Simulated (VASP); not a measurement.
Zr:

```
CELL_PARAMETERS angstrom
3.20506 0.00000 0.00000
-1.60253 2.77567 0.00000
0.00000 0.00000 10.46774
ATOMIC_POSITIONS crystal
Zr 0.00000 0.00000 0.00000
Zr 0.00000 0.00000 0.50000
Zr 0.33333 0.66667 0.25000
Zr 0.66667 0.33333 0.75000
```

- Program: VASP 6.6.1
- Task: relaxation of cell and atoms
- Functional: LDA
- Potentials or basis: VASP PAW LDA potentials, release 64 (Zr_sv)
- Cutoff: 600 eV
- k mesh: 11 × 11 × 3
- Occupations: fermi-dirac, width 0.1 eV
- Spin: no spin polarisation

At the start: pressure -6.0 GPa; volume 23.28 Å³/atom.

**Question.** Where does the relaxation end?

**Answer.** Over 8 steps the energy falls by 29.6 meV/atom and the volume is 21.76 Å³/atom (-6.5 %); space group P6_3/mmc (No. 194, to 0.05 Å).

The path:
```tsv
step	energy change (eV)	largest force (eV/Å)	pressure (GPa)	volume (Å³)
1	0.0000	0.0000	-6.01	93.12
2	-0.0063	0.0000	7.02	81.85
3	-0.1175	0.0000	-0.07	87.20
4	-0.1175	0.0000	0.06	87.09
5	-0.1180	0.0000	0.06	87.07
6	-0.1182	0.0000	0.07	87.04
7	-0.1182	0.0000	0.07	87.04
8	-0.1182	0.0000	0.07	87.03
```

Final structure:
```yaml
crystal:
  lattice:
    - [3.12625, 0.00000, 0.00000]
    - [-1.56312, 2.70741, 0.00000]
    - [0.00000, 0.00000, 10.28269]
  atoms:
    - { symbol: Zr, position: [0.00000, 0.00000, 0.00000] }
    - { symbol: Zr, position: [0.00000, 0.00000, 0.50000] }
    - { symbol: Zr, position: [0.33333, 0.66667, 0.25000] }
    - { symbol: Zr, position: [0.66667, 0.33333, 0.75000] }
```
